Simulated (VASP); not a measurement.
# Sc (Fm-3m) in VASP: notebook

Runs on Sc. Level: PBEsol. Tasks: relaxation of cell and atoms.

Everything below comes from runs of VASP 6.6.1. Logs are shortened: lines on timing, memory, paths and dates and some standing lists are left out, and cuts for length are marked.

## 1. The cell of the first run

The structure is cubic, space group Fm-3m (No. 225). The conventional cell has a = 4.640 Å, b = 4.640 Å, c = 4.640 Å, α = 90.00°, β = 90.00°, γ = 90.00°. Sc (site symmetry m-3m) has 12 Sc at 3.28 Å within 4.3 Å.

This isn't the form of Sc at room conditions, which is hcp.

## 2. Relaxation of cell and atoms, PBEsol, target pressure 15 GPa, at which the enthalpy is minimised

The input, INCAR:

```
SYSTEM = Sc
ALGO     = Normal         ! electronic algorithm
EDIFF    = 1E-7           ! SCF threshold, eV
EDIFFG   = -0.03          ! ionic threshold
ENCUT    = 500            ! plane-wave cutoff, eV
GGA      = PS             ! functional
GGA_COMPAT= .False.      
IBRION   = 2              ! ionic algorithm
ISIF     = 3              ! what is computed and relaxed
ISMEAR   = -1             ! smearing method
LASPH    = .True.         ! aspherical terms in the spheres
LCHARG   = .False.        ! write CHGCAR
LREAL    = .False.        ! projectors in reciprocal space
LWAVE    = .False.        ! write WAVECAR
NELM     = 120            ! most SCF steps
NELMIN   = 4            
NSW      = 60             ! ionic steps
PREC     = Accurate       ! precision mode
PSTRESS  = 150.0        
SIGMA    = 0.1            ! smearing width, eV
```

The input, KPOINTS:

```
k-points
0
Gamma
  8 8 8
  0 0 0
```

The input, POSCAR:

```
Sc
1.0
    0.0000000000      2.3200000000      2.3200000000
    2.3200000000      0.0000000000      2.3200000000
    2.3200000000      2.3200000000      0.0000000000
Sc
1
Direct
    0.0000000000      0.0000000000      0.0000000000
```

Potentials or basis: VASP PAW PBE potentials, release 64 (Sc_sv).

On the command line:

```console
> cat potpaw_PBE.64/Sc_sv/POTCAR > POTCAR
> mpirun -np 1 vasp_std > vasp.out
```

OUTCAR:

```text
SYSTEM = Sc
   EDIFF = 1E-7
   EDIFFG = -0.03
   ENCUT = 500
   GGA = PS
   IBRION = 2
   ISIF = 3
   ISMEAR = -1
   LASPH = .True.
   LREAL = .False.
   NELM = 120
   NELMIN = 4
   NSW = 60
   PREC = Accurate
   PSTRESS = 150.0

 ion  position               nearest neighbor table
   1  0.000  0.000  0.000-

  LATTYP: Found a face centered cubic cell.
 ALAT       =     4.6400000000

  Lattice vectors:

 A1 = (   0.0000000000,   2.3200000000,   2.3200000000)
 A2 = (   2.3200000000,   0.0000000000,   2.3200000000)
 A3 = (   2.3200000000,   2.3200000000,   0.0000000000)

Analysis of symmetry for initial positions (statically):
=====================================================================
 Subroutine PRICEL returns:
 Original cell was already a primitive cell.

 Routine SETGRP: Setting up the symmetry group for a
 face centered cubic supercell.

 Subroutine GETGRP returns: Found 48 space group operations
 (whereof 48 operations were pure point group operations)
 out of a pool of 48 trial point group operations.

The static configuration has the point symmetry O_h .

Analysis of symmetry for dynamics (positions and initial velocities):
=====================================================================
 Subroutine PRICEL returns:
 Original cell was already a primitive cell.

 Routine SETGRP: Setting up the symmetry group for a
 face centered cubic supercell.

 Subroutine GETGRP returns: Found 48 space group operations
 (whereof 48 operations were pure point group operations)
 out of a pool of 48 trial point group operations.

The dynamic configuration has the point symmetry O_h .

 Subroutine INISYM returns: Found 48 space group operations
 (whereof 48 operations are pure point group operations),
 and found     1 'primitive' translations

----------------------------------------------------------------------------------------

                                     Primitive cell

  volume of cell :      24.9743

  direct lattice vectors                    reciprocal lattice vectors
     0.000000000  2.320000000  2.320000000    -0.215517241  0.215517241  0.215517241
     2.320000000  0.000000000  2.320000000     0.215517241 -0.215517241  0.215517241
     2.320000000  2.320000000  0.000000000     0.215517241  0.215517241 -0.215517241

  length of vectors
     3.280975465  3.280975465  3.280975465     0.373286812  0.373286812  0.373286812

  position of ions in fractional coordinates (direct lattice)
     0.000000000  0.000000000  0.000000000

  ion indices of the primitive-cell ions
   primitive index   ion index
                 1           1

----------------------------------------------------------------------------------------

 KPOINTS: k-points

Automatic generation of k-mesh.
 Grid dimensions read from file:
 generate k-points for:    8    8    8

 Generating k-lattice:

  Cartesian coordinates                     Fractional coordinates (reciprocal lattice)
    -0.026939655  0.026939655  0.026939655     0.125000000  0.000000000  0.000000000
     0.026939655 -0.026939655  0.026939655     0.000000000  0.125000000  0.000000000
     0.026939655  0.026939655 -0.026939655     0.000000000  0.000000000  0.125000000

  Length of vectors
     0.046660851  0.046660851  0.046660851

  Shift w.r.t. Gamma in fractional coordinates (k-lattice)
     0.000000000  0.000000000  0.000000000

 Subroutine IBZKPT returns following result:
 ===========================================

 Found     29 irreducible k-points:

 Following reciprocal coordinates:
            Coordinates               Weight
  0.000000  0.000000  0.000000      1.000000
  0.125000  0.000000  0.000000      8.000000
  0.250000  0.000000  0.000000      8.000000
  0.375000  0.000000  0.000000      8.000000
  0.500000  0.000000  0.000000      4.000000
  0.125000  0.125000  0.000000      6.000000
[... 16 lines left out ...]
  0.500000  0.250000  0.125000     48.000000
 -0.375000  0.250000  0.125000     24.000000
 [... further k-points ...]
   k-points           NKPTS =     29   k-points in BZ     NKDIM =     29   number of bands    NBANDS=      9
   number of dos      NEDOS =    301   number of ions     NIONS =      1
   total plane-waves  NPLWV =  13824
   dimension x,y,z NGX =    24 NGY =   24 NGZ =   24
   dimension x,y,z NGXF=    48 NGYF=   48 NGZF=   48
   ions per type =               1
   NGX,Y,Z   is equivalent  to a cutoff of  12.16, 12.16, 12.16 a.u.
   NGXF,Y,Z  is equivalent  to a cutoff of  24.32, 24.32, 24.32 a.u.
 SYSTEM =  Sc
   PREC   = accura    normal or accurate (medium, high low for compatibility)
   ISTART =      0    job   : 0-new  1-cont  2-samecut
   ICHARG =      2    charge: 1-file 2-atom 10-const
   ISPIN  =      1    spin polarized calculation?
   LNONCOLLINEAR =      F non collinear calculations
   LSORBIT =      F    spin-orbit coupling
   LASPH  =      T    aspherical Exc in radial PAW
   ENCUT  =  500.0 eV  36.75 Ry    6.06 a.u.   5.98  5.98  5.98*2*pi/ulx,y,z
   NELM   =    120;   NELMIN=  4; NELMDL= -5     # of ELM steps
   EDIFF  = 0.1E-06   stopping-criterion for ELM
   LREAL  =      F    real-space projection
   EDIFFG = -.3E-01   stopping-criterion for IOM
   NSW    =     60    number of steps for IOM
   IBRION =      2    ionic relax: 0-MD 1-quasi-New 2-CG
   NFREE  =      1    steps in history (QN), initial steepest desc. (CG)
   ISIF   =      3    stress and relaxation
   ISYM   =      2    0-nonsym 1-usesym 2-fastsym
   POTIM  = 0.5000    time-step for ionic-motion
   TEBEG  =    0.0;   TEEND  =   0.0 temperature during run
   PSTRESS=  150.0 pullay stress
   NELECT =      11.0000    total number of electrons
   NUPDOWN=      -1.0000    fix difference up-down
   EMIN   =  10.00;   EMAX   =-10.00  energy-range for DOS
   EFERMI =   0.00;   METHOD = LEGACY
   ISMEAR =    -1;   SIGMA  =   0.10  broadening in eV -4-tet -1-fermi 0-gaus
   EFERMI_NEDOS =   21; number of points for ismear=-14 and -15
   IALGO  =     38    algorithm
   IMIX   =      4    mixing-type and parameters
     AMIX     =   0.40;   BMIX     =  1.00
     AMIX_MAG =   1.60;   BMIX_MAG =  1.00
  volume/ion in A,a.u.               =      24.97       168.54
  Fermi-wavevector in a.u.,A,eV,Ry     =   1.245588  2.353820 21.109295  1.551489
  Thomas-Fermi vector in A             =   2.379804
   LORBIT       =      0    0 simple, 1 ext, 2 COOP (PROOUT), +10 PAW based schemes
   GGA     = PS    functional components
   LHFCALC =     F    Hartree Fock is set to
   AEXX    =    0.0000 exact exchange contribution
   IVDW    =     0    specifies the selected vdW correction
   LEPSILON=     F    determine dielectric tensor
   LRPA    =     F    only Hartree local field effects (RPA)
 conjugate gradient relaxation of ions
 non-spin polarized calculation
  energy-cutoff  :      500.00
  volume of cell :       24.97
 maximum number of plane-waves:       648
   NGX = 11   NGY = 11   NGZ = 11

--------------------------------------- Ionic step        1  -------------------------------------------

 number of electron      11.0000002 magnetization

 Free energy of the ion-electron system (eV)
  ---------------------------------------------------
  ext. energy  EPLUGINS =         0.00000000
  ---------------------------------------------------
  free energy    TOTEN  =        -6.57827021 eV

  energy without entropy =       -6.51246487  energy(sigma->0) =       -6.54536754

 E-fermi :   3.5627     XC(G=0):  -9.9345

 val. band max:        3.5534348610   @ k =   0.5000   0.1250   0.0000
 cond. band min:       3.5995001678   @ k =  -0.2500   0.3750   0.1250
 fundamental gap:      0.0460653068
 Fermi energy:         3.5627212143

 k-point     1 :       0.0000    0.0000    0.0000
  band No.  band energies     occupation
      1     -45.7003      2.00000
      2     -24.2099      2.00000
      3     -24.2099      2.00000
      4     -24.2099      2.00000
      5      -1.6146      2.00000
      6       5.1163      0.00000
      7       5.1163      0.00000
      8       5.1163      0.00000
      9       6.4736      0.00000

 k-point     2 :       0.1250    0.0000    0.0000
  band No.  band energies     occupation
      1     -45.6920      2.00000
      2     -24.2675      2.00000
      3     -24.2174      2.00000
      4     -24.2174      2.00000
      5      -1.2280      2.00000
      6       4.8455      0.00001
      7       5.2440      0.00000
      8       5.2440      0.00000
      9       6.3950      0.00000
[... 366 lines left out ...]
  FREE ENERGIE OF THE ION-ELECTRON SYSTEM (eV)
  ---------------------------------------------------
  free  energy   TOTEN  =        -6.4180351000 eV

  energy  without entropy=       -6.3771884799  energy(sigma->0) =       -6.39761179

  enthalpy is  TOTEN    =        -4.6045317230 eV   P V=        1.8135033770

--------------------------------------- Ionic step        4  -------------------------------------------

 number of electron      11.0000002 magnetization

 Free energy of the ion-electron system (eV)
  ---------------------------------------------------
  ext. energy  EPLUGINS =         0.00000000
  ---------------------------------------------------
  free energy    TOTEN  =        -6.40849446 eV

  energy without entropy =       -6.36803820  energy(sigma->0) =       -6.38826633

 E-fermi :   5.1945     XC(G=0): -11.0432

 val. band max:        5.1433816097   @ k =  -0.2500   0.3750   0.1250
 cond. band min:       5.2408759727   @ k =   0.5000   0.2500   0.1250
 fundamental gap:      0.0974943630
 Fermi energy:         5.1945408175

 k-point     1 :       0.0000    0.0000    0.0000
  band No.  band energies     occupation
      1     -43.4187      2.00000
      2     -21.6922      2.00000
      3     -21.6922      2.00000
      4     -21.6922      2.00000
      5      -0.3622      2.00000
      6       7.0898      0.00000
      7       7.0898      0.00000
      8       7.0898      0.00000
      9       8.9978      0.00000

 k-point     2 :       0.1250    0.0000    0.0000
  band No.  band energies     occupation
      1     -43.3943      2.00000
      2     -21.8308      2.00000
      3     -21.7087      2.00000
      4     -21.7087      2.00000
      5       0.1300      2.00000
      6       6.7177      0.00000
      7       7.2664      0.00000
      8       7.2664      0.00000
      9       8.8745      0.00000
[... 286 lines left out ...]
 POSITION                                       TOTAL-FORCE (eV/Angst)
 -----------------------------------------------------------------------------------
      0.00000      0.00000      0.00000        -0.000000     -0.000000      0.000000
 -----------------------------------------------------------------------------------
    total drift:                               -0.000000     -0.000000     -0.000000

  FREE ENERGIE OF THE ION-ELECTRON SYSTEM (eV)
  ---------------------------------------------------
  free  energy   TOTEN  =        -6.4084944623 eV

  energy  without entropy=       -6.3680382046  energy(sigma->0) =       -6.38826633

  enthalpy is  TOTEN    =        -4.6045920690 eV   P V=        1.8039023933

 reached required accuracy - stopping structural energy minimisation
```

Run time: 15 s. Hardware: 1 thread of AMD EPYC 7R13 (Zen 3), shared host; peak memory 0.12 GiB.

Results:

```yaml
Free_energy: -6.4085 eV
Relaxed_volume: 19.27 Å³/atom
Relaxed_cell: a = 3.009 Å, b = 3.009 Å, c = 3.009 Å, α = 60.00°, β = 60.00°, γ = 60.00°
Space_group_after_relaxing_to_0.1_Å: Fm-3m (No. 225)
Energy_change_on_relaxing_the_run_minimises_the_enthalpy: +169.8 meV/atom
Ionic_steps: 4
Pressure_after_relaxing: 15.2 GPa
Band_gap_on_the_k_mesh: zero (an odd number of electrons rules out a gap without spin polarisation)
```

The path:
| step | energy change (eV) | largest force (eV/Å) | pressure (GPa) | volume (Å³) |
| --- | --- | --- | --- | --- |
| 1 | 0.0000 | 0.0000 | -2.59 | 24.97 |
| 2 | 0.6183 | 0.0000 | 35.46 | 16.32 |
| 3 | 0.1602 | 0.0000 | 14.65 | 19.37 |
| 4 | 0.1698 | 0.0000 | 15.17 | 19.27 |

Final structure:
```xyz
1
Lattice="0.0000 2.1278 2.1278 2.1278 0.0000 2.1278 2.1278 2.1278 0.0000" Properties=species:S:1:pos:R:3 pbc="T T T"
Sc    0.0000    0.0000    0.0000
```

Caveat: the cell is relaxed towards a set pressure, so the run minimises the enthalpy, not the energy; the volume moved by over 15 % at a fixed basis, so the end points are rough; the PAW data sets were made with another functional, which shifts forces and pressure a little.

## 3. Relaxation of cell and atoms, PBEsol, target pressure 30 GPa, at which the enthalpy is minimised

The input, INCAR:

```
SYSTEM = Sc
ALGO = Normal
EDIFF = 1E-7
EDIFFG = -0.03
ENCUT = 500
GGA = PS
GGA_COMPAT = .False.
IBRION = 2
ISIF = 3
ISMEAR = -1
LASPH = .True.
LCHARG = .False.
LREAL = .False.
LWAVE = .False.
NELM = 120
NELMIN = 4
NSW = 60
PREC = Accurate
PSTRESS = 300.0
SIGMA = 0.1
```

KPOINTS is that of step 2.

POSCAR is that of step 2.

Potentials or basis: VASP PAW PBE potentials, release 64 (Sc_sv).

On the command line:

```console
> cat potpaw_PBE.64/Sc_sv/POTCAR > POTCAR
> mpirun -np 1 vasp_std > vasp.out
```

Run time: 25 s. Hardware: 1 thread of AMD EPYC 7R13 (Zen 3), shared host; peak memory 0.12 GiB.

Results (log left out):

- Free energy: -6.0913 eV
- Relaxed volume: 16.96 Å³/atom
- Relaxed cell: a = 2.884 Å, b = 2.884 Å, c = 2.884 Å, α = 60.00°, β = 60.00°, γ = 60.00°
- Space group after relaxing (to 0.1 Å): Fm-3m (No. 225)
- Energy change on relaxing (the run minimises the enthalpy): +487.0 meV/atom
- Ionic steps: 7
- Pressure after relaxing: 30.0 GPa
- Band gap on the k mesh: zero (an odd number of electrons rules out a gap without spin polarisation)

Step by step:
| step | energy change (eV) | largest force (eV/Å) | pressure (GPa) | volume (Å³) |
| --- | --- | --- | --- | --- |
| 1 | 0.0000 | 0.0000 | -2.59 | 24.97 |
| 2 | 3.1547 | 0.0000 | 128.15 | 10.75 |
| 3 | 0.3703 | 0.0000 | 24.90 | 17.64 |
| 4 | 0.4767 | 0.0000 | 29.56 | 17.02 |
| 5 | 0.5028 | 0.0000 | 30.67 | 16.88 |
| 6 | 0.4735 | 0.0000 | 29.42 | 17.03 |
| 7 | 0.4870 | 0.0000 | 29.99 | 16.96 |

Final structure:
```yaml
crystal:
  lattice:
    - [0.00000, 2.03927, 2.03927]
    - [2.03927, 0.00000, 2.03927]
    - [2.03927, 2.03927, 0.00000]
  atoms:
    - { symbol: Sc, position: [0.00000, 0.00000, 0.00000] }
```

Levels at points of the mesh, in eV from the Fermi level:
| k point | band 3 | band 4 | band 5 | band 6 | band 7 | band 8 |
| --- | --- | --- | --- | --- | --- | --- |
| (0.00, 0.00, 0.00) | -26.42 | -26.42 | -5.59 | 2.04 | 2.04 | 2.04 |
| (0.50, 0.00, 0.00) | -26.58 | -26.58 | -2.23 | 1.52 | 1.83 | 1.83 |
| (0.50, 0.50, 0.00) | -26.87 | -26.87 | -2.49 | -1.36 | 3.92 | 5.75 |

Caveat: the cell is relaxed towards a set pressure, so the run minimises the enthalpy, not the energy; the volume moved by over 15 % at a fixed basis, so the end points are rough; the PAW data sets were made with another functional, which shifts forces and pressure a little.

## 4. Relaxation of cell and atoms, PBEsol, target pressure 45 GPa, at which the enthalpy is minimised

The input, INCAR:

```
ALGO = Normal
EDIFF = 1E-7
EDIFFG = -0.03
ENCUT = 500
GGA = PS
GGA_COMPAT = False
IBRION = 2
ISIF = 3
ISMEAR = -1
LASPH = True
LCHARG = False
LREAL = False
LWAVE = False
NELM = 120
NELMIN = 4
NSW = 60
PREC = Accurate
PSTRESS = 450.0
SIGMA = 0.1
```

The input, KPOINTS:

```
k-points
0
Gamma
  8 8 8
```

POSCAR is that of step 3.

On the command line:

```console
> cat potpaw_PBE.64/Sc_sv/POTCAR > POTCAR
> mpirun -np 1 vasp_std > vasp.out
```

It took 20 s on 1 thread of AMD EPYC 7R13 (Zen 3), shared host; peak memory 0.13 GiB.

Results (log left out):

| Quantity | Value |
| --- | --- |
| Free energy | -5.7196 eV |
| Relaxed volume | 15.36 Å³/atom |
| Relaxed cell | a = 2.790 Å, b = 2.790 Å, c = 2.790 Å, α = 60.00°, β = 60.00°, γ = 60.00° |
| Space group after relaxing (to 0.1 Å) | Fm-3m (No. 225) |
| Energy change on relaxing (the run minimises the enthalpy) | +858.7 meV/atom |
| Ionic steps | 5 |
| Pressure after relaxing | 45.0 GPa |
| Band gap on the k mesh | zero (an odd number of electrons rules out a gap without spin polarisation) |

The path:
```tsv
step	energy change (eV)	largest force (eV/Å)	pressure (GPa)	volume (Å³)
1	0.0000	0.0000	-2.59	24.97
2	9.4784	0.0000	491.17	6.61
3	0.6050	0.0000	34.92	16.38
4	0.7640	0.0000	41.28	15.71
5	0.8587	0.0000	44.96	15.36
```

Final structure:
```yaml
crystal:
  lattice:
    - [0.00000, 1.97278, 1.97278]
    - [1.97278, 0.00000, 1.97278]
    - [1.97278, 1.97278, 0.00000]
  atoms:
    - { symbol: Sc, position: [0.00000, 0.00000, 0.00000] }
```

Levels at points of the mesh, in eV from the Fermi level:
| k point | band 2 | band 3 | band 4 | band 5 | band 6 | band 7 | band 8 | band 9 |
| --- | --- | --- | --- | --- | --- | --- | --- | --- |
| (0.00, 0.00, 0.00) | -26.06 | -26.06 | -26.06 | -5.53 | 2.13 | 2.13 | 2.13 | 4.65 |
| (0.50, 0.00, 0.00) | -27.82 | -26.26 | -26.26 | -2.36 | 1.89 | 1.89 | 2.11 | 6.33 |
| (0.50, 0.50, 0.00) | -27.67 | -26.65 | -26.65 | -2.83 | -1.65 | 4.75 | 6.32 | 6.78 |

Caveat: the cell is relaxed towards a set pressure, so the run minimises the enthalpy, not the energy; the volume moved by over 15 % at a fixed basis, so the end points are rough; the PAW data sets were made with another functional, which shifts forces and pressure a little.

## 5. The runs side by side

```csv
cell,gap on the mesh (eV),pressure (GPa)
relaxed to 15 GPa,none,15.2
relaxed to 30 GPa,none,30.0
relaxed to 45 GPa,none,45.0
```

Alike in all rows: task relaxation of cell and atoms; level PBEsol; potentials or basis VASP PAW PBE potentials, release 64 (Sc_sv); no spin polarisation; k mesh 8 × 8 × 8; cutoff (eV) 500; smearing fermi-dirac 0.1 eV.

Caveats: the cell is relaxed towards a set pressure, so the run minimises the enthalpy, not the energy; the volume moved by over 15 % at a fixed basis, so the end points are rough; the PAW data sets were made with another functional, which shifts forces and pressure a little.

Total energies depend on the potentials used, so only differences within one code and one set of settings carry meaning.
